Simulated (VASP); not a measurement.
# Sb (Fm-3m) in VASP: a series of runs

The runs below take Sb through relaxation of cell and atoms, single point, with LDA.

All numbers are computed with VASP 6.6.1; they aren't measurements. Logs are shortened: lines on timing, memory, paths and dates and some standing lists are left out, and cuts for length are marked.

### 1 The cell of the first run

It takes space group Fm-3m (No. 225, cubic). The conventional cell has a = 4.773 Å, b = 4.773 Å, c = 4.773 Å, α = 90.00°, β = 90.00°, γ = 90.00°. Sb (site symmetry m-3m) has 12 Sb at 3.37 Å within 4.4 Å.

### 2 Relaxation of cell and atoms, LDA

Input file INCAR:

```
  PREC = Accurate
  ENCUT = 600
  EDIFF = 1E-7
  ISMEAR = -1
  SIGMA = 0.1
  LREAL = False
  LASPH = True
  NELM = 60
  ALGO = Normal
  ISIF = 3
  LWAVE = False
  LCHARG = False
  IBRION = 2
  NSW = 80
  EDIFFG = -0.01
```

Input file KPOINTS:

```
regular mesh
0
Gamma
  11 11 11
```

Input file POSCAR:

```
Sb
1.0
    0.0000000000      2.3864604735      2.3864604735
    2.3864604735      0.0000000000      2.3864604735
    2.3864604735      2.3864604735      0.0000000000
Sb
1
Direct
    0.0000000000      0.0000000000      0.0000000000
```

Potentials or basis: VASP PAW LDA potentials, release 64 (Sb).

On the command line:

```
$ cat potpaw_LDA.64/Sb/POTCAR > POTCAR
$ mpirun -np 1 vasp_std > vasp.out
```

OUTCAR:

```text
PREC = Accurate
   ENCUT = 600
   EDIFF = 1E-7
   ISMEAR = -1
   LREAL = False
   LASPH = True
   NELM = 60
   ISIF = 3
   IBRION = 2
   NSW = 80
   EDIFFG = -0.01

 ion  position               nearest neighbor table
   1  0.000  0.000  0.000-

  LATTYP: Found a face centered cubic cell.
 ALAT       =     4.7729209470

  Lattice vectors:

 A1 = (   0.0000000000,   2.3864604735,   2.3864604735)
 A2 = (   2.3864604735,   0.0000000000,   2.3864604735)
 A3 = (   2.3864604735,   2.3864604735,   0.0000000000)

Analysis of symmetry for initial positions (statically):
=====================================================================
 Subroutine PRICEL returns:
 Original cell was already a primitive cell.

 Routine SETGRP: Setting up the symmetry group for a
 face centered cubic supercell.

 Subroutine GETGRP returns: Found 48 space group operations
[... 9 lines left out ...]

 Routine SETGRP: Setting up the symmetry group for a
 face centered cubic supercell.

 Subroutine GETGRP returns: Found 48 space group operations
[... 11 lines left out ...]
                                     Primitive cell

  volume of cell :      27.1827

  direct lattice vectors                    reciprocal lattice vectors
     0.000000000  2.386460474  2.386460474    -0.209515308  0.209515308  0.209515308
     2.386460474  0.000000000  2.386460474     0.209515308 -0.209515308  0.209515308
     2.386460474  2.386460474  0.000000000     0.209515308  0.209515308 -0.209515308

  length of vectors
     3.374964768  3.374964768  3.374964768     0.362891158  0.362891158  0.362891158

  position of ions in fractional coordinates (direct lattice)
     0.000000000  0.000000000  0.000000000

  ion indices of the primitive-cell ions
   primitive index   ion index
                 1           1

----------------------------------------------------------------------------------------

 KPOINTS: regular mesh

Automatic generation of k-mesh.
 Grid dimensions read from file:
 generate k-points for:   11   11   11

 Generating k-lattice:

  Cartesian coordinates                     Fractional coordinates (reciprocal lattice)
    -0.019046846  0.019046846  0.019046846     0.090909091  0.000000000  0.000000000
     0.019046846 -0.019046846  0.019046846     0.000000000  0.090909091  0.000000000
[... 58 lines left out ...]
   EDIFF  = 0.1E-06   stopping-criterion for ELM
   LREAL  =      F    real-space projection
   EDIFFG = -.1E-01   stopping-criterion for IOM
   NSW    =     80    number of steps for IOM
   IBRION =      2    ionic relax: 0-MD 1-quasi-New 2-CG
   NFREE  =      1    steps in history (QN), initial steepest desc. (CG)
   ISIF   =      3    stress and relaxation
   ISYM   =      2    0-nonsym 1-usesym 2-fastsym
   POTIM  = 0.5000    time-step for ionic-motion
   TEBEG  =    0.0;   TEEND  =   0.0 temperature during run
   PSTRESS=    0.0 pullay stress
   NELECT =       5.0000    total number of electrons
   NUPDOWN=      -1.0000    fix difference up-down
   EMIN   =  10.00;   EMAX   =-10.00  energy-range for DOS
   EFERMI =   0.00;   METHOD = LEGACY
   ISMEAR =    -1;   SIGMA  =   0.10  broadening in eV -4-tet -1-fermi 0-gaus
   EFERMI_NEDOS =   21; number of points for ismear=-14 and -15
   IALGO  =     38    algorithm
   IMIX   =      4    mixing-type and parameters
     AMIX     =   0.40;   BMIX     =  1.00
     AMIX_MAG =   1.60;   BMIX_MAG =  1.00
  volume/ion in A,a.u.               =      27.18       183.44
  Fermi-wavevector in a.u.,A,eV,Ry     =   0.931038  1.759406 11.793954  0.866831
  Thomas-Fermi vector in A             =   2.057489
   LORBIT       =      0    0 simple, 1 ext, 2 COOP (PROOUT), +10 PAW based schemes
   GGA     = CA    functional components
   LHFCALC =     F    Hartree Fock is set to
   AEXX    =    0.0000 exact exchange contribution
   IVDW    =     0    specifies the selected vdW correction
   LEPSILON=     F    determine dielectric tensor
   LRPA    =     F    only Hartree local field effects (RPA)
 conjugate gradient relaxation of ions
 non-spin polarized calculation
  energy-cutoff  :      600.00
  volume of cell :       27.18
 maximum number of plane-waves:       926
   NGX = 13   NGY = 13   NGZ = 13

--------------------------------------- Ionic step        1  -------------------------------------------

 number of electron       5.0000000 magnetization

 Free energy of the ion-electron system (eV)
  ---------------------------------------------------
  ext. energy  EPLUGINS =         0.00000000
  ---------------------------------------------------
  free energy    TOTEN  =        -4.52638758 eV

  energy without entropy =       -4.50012869  energy(sigma->0) =       -4.51325813

------------------------ aborting loop because EDIFF is reached ----------------------------------------

  FORCE on cell =-STRESS in cart. coord.  units (eV):
  Direction    XX          YY          ZZ          XY          YZ          ZX
  --------------------------------------------------------------------------------------
  -------------------------------------------------------------------------------------
  Total       -0.5873375     -0.5873375     -0.5873375     -0.0000000      0.0000000      0.0000000
  in kB      -34.6182898    -34.6182898    -34.6182898     -0.0000000      0.0000000      0.0000000
  external PRESSURE =     -34.6182898 kB  Pullay stress =       0.0000000 kB
[... 57 lines left out ...]
--------------------------------------- Ionic step        3  -------------------------------------------

 number of electron       5.0000000 magnetization

 Free energy of the ion-electron system (eV)
  ---------------------------------------------------
  ext. energy  EPLUGINS =         0.00000000
  ---------------------------------------------------
  free energy    TOTEN  =        -4.54259427 eV

  energy without entropy =       -4.51837178  energy(sigma->0) =       -4.53048303

 E-fermi :   8.9721     XC(G=0): -10.5640

 val. band max:        8.9565773692   @ k =  -0.3636   0.1818   0.0000
 cond. band min:       8.9764923245   @ k =   0.4545   0.2727   0.0909
 fundamental gap:      0.0199149553
 Fermi energy:         8.9720708489

 k-point     1 :       0.0000    0.0000    0.0000
  band No.  band energies     occupation
      1      -4.2922      2.00000
      2      14.5585      0.00000
      3      14.5585      0.00000
      4      14.5585      0.00000
      5      18.9002      0.00000
      6      18.9002      0.00000
[... 199 lines left out ...]
 k-point    24 :      -0.1818    0.1818    0.0000
  band No.  band energies     occupation
      1      -2.5038      2.00000
      2       8.4377      1.99049
      3       9.5899      0.00414
      4      13.8285      0.00000
      5      17.9489      0.00000
      6      19.2716      0.00000

 [... further k-points ...]
[... 5 lines left out ...]
  --------------------------------------------------------------------------------------
  -------------------------------------------------------------------------------------
  Total       -0.0015160     -0.0015160     -0.0015160      0.0000000      0.0000000      0.0000000
  in kB       -0.0942940     -0.0942940     -0.0942940      0.0000000      0.0000000      0.0000000
  external PRESSURE =      -0.0942940 kB  Pullay stress =       0.0000000 kB
[... 16 lines left out ...]
  FREE ENERGIE OF THE ION-ELECTRON SYSTEM (eV)
  ---------------------------------------------------
  free  energy   TOTEN  =        -4.5425942706 eV

  energy  without entropy=       -4.5183717809  energy(sigma->0) =       -4.53048303

 reached required accuracy - stopping structural energy minimisation
```

OSZICAR:

```text
N       E                     dE             d eps       ncg     rms          rms(c)
DAV:   1     0.101443482091E+02    0.10144E+02   -0.17961E+03   672   0.629E+02
DAV:   2    -0.432276822271E+01   -0.14467E+02   -0.13959E+02  1026   0.846E+01
DAV:   3    -0.453382083035E+01   -0.21105E+00   -0.21015E+00   780   0.114E+01
DAV:   4    -0.453479547517E+01   -0.97464E-03   -0.97458E-03   888   0.983E-01
[... 18 lines left out ...]
DAV:   3    -0.454260817321E+01    0.21833E-02   -0.42513E-03   696   0.382E-01    0.651E-02
DAV:   4    -0.454260288871E+01    0.52845E-05   -0.23447E-05   768   0.516E-02    0.514E-02
DAV:   5    -0.454259438966E+01    0.84990E-05   -0.22877E-06   756   0.144E-02    0.830E-03
DAV:   6    -0.454259427250E+01    0.11715E-06   -0.44093E-08   630   0.207E-03    0.215E-03
DAV:   7    -0.454259427065E+01    0.18559E-08   -0.14556E-09   390   0.421E-04
   3 F= -.45425943E+01 E0= -.45304830E+01  d E =-.162067E-01
```

Wall time 36 s (1 thread of Intel Xeon 8259CL, shared host); peak memory 0.15 GiB.

Results:

| Property | Result |
| --- | --- |
| Free energy | -4.5426 eV |
| Relaxed volume | 25.76 Å³/atom |
| Relaxed cell | a = 3.315 Å, b = 3.315 Å, c = 3.315 Å, α = 60.00°, β = 60.00°, γ = 60.00° |
| Space group after relaxing (to 0.05 Å) | Fm-3m (No. 225) |
| Energy gained by relaxing | 16.2 meV/atom |
| Ionic steps | 3 |
| Pressure after relaxing | 0.0 GPa |

Step by step:
| step | energy change (eV) | largest force (eV/Å) | pressure (GPa) | volume (Å³) |
| --- | --- | --- | --- | --- |
| 1 | 0.0000 | 0.0000 | -3.46 | 27.18 |
| 2 | -0.0099 | 0.0000 | 2.54 | 24.94 |
| 3 | -0.0162 | 0.0000 | -0.01 | 25.76 |

Final structure:
```
Sb
1.0
     0.00000    2.34406    2.34406
     2.34406    0.00000    2.34406
     2.34406    2.34406    0.00000
Sb
1
Direct
  0.00000 0.00000 0.00000
```

Caveat: spin-orbit coupling is left out, which moves the levels of the heavy elements.

### 3 Single point, LDA

This run uses another cell than the first one, of 25.71 Å³/atom, 0.946 times its volume.

Input file INCAR:

```
  ALGO = Normal
  EDIFF = 1E-6
  ENCUT = 520
  GGA = CA
  ISIF = 2
  ISMEAR = -1
  LASPH = True
  LCHARG = True
  LELF = True
  LREAL = False
  LVHAR = True
  LWAVE = False
  NBANDS = 8
  NELM = 80
  PREC = Accurate
  SIGMA = 0.1
```

Input file KPOINTS:

```
k-points
0
Gamma
  19 19 19
```

Input file POSCAR:

```
Sb
1.0
    0.0000000000      2.3425303230      2.3425303230
    2.3425303230      0.0000000000      2.3425303230
    2.3425303230      2.3425303230      0.0000000000
Sb
1
Direct
    0.0000000000      0.0000000000      0.0000000000
```

Potentials or basis: VASP PAW LDA potentials, release 64 (Sb).

On the command line:

```
$ cat potpaw_LDA.64/Sb/POTCAR > POTCAR
$ mpirun -np 1 vasp_std > vasp.out
```

Wall time 67 s (1 thread of Intel Xeon 8259CL, shared host); peak memory 0.17 GiB.

Results (log left out):

```
Free energy : -4.5426 eV
Pressure    : 0.2 GPa
```

Levels at points of the mesh, in eV from the Fermi level:
| k point | band 1 | band 2 | band 3 | band 4 | band 5 | band 6 |
| --- | --- | --- | --- | --- | --- | --- |
| (0.00, 0.00, 0.00) | -13.33 | 5.56 | 5.56 | 5.56 | 9.89 | 9.89 |

Caveat: spin-orbit coupling is left out, which moves the levels of the heavy elements.
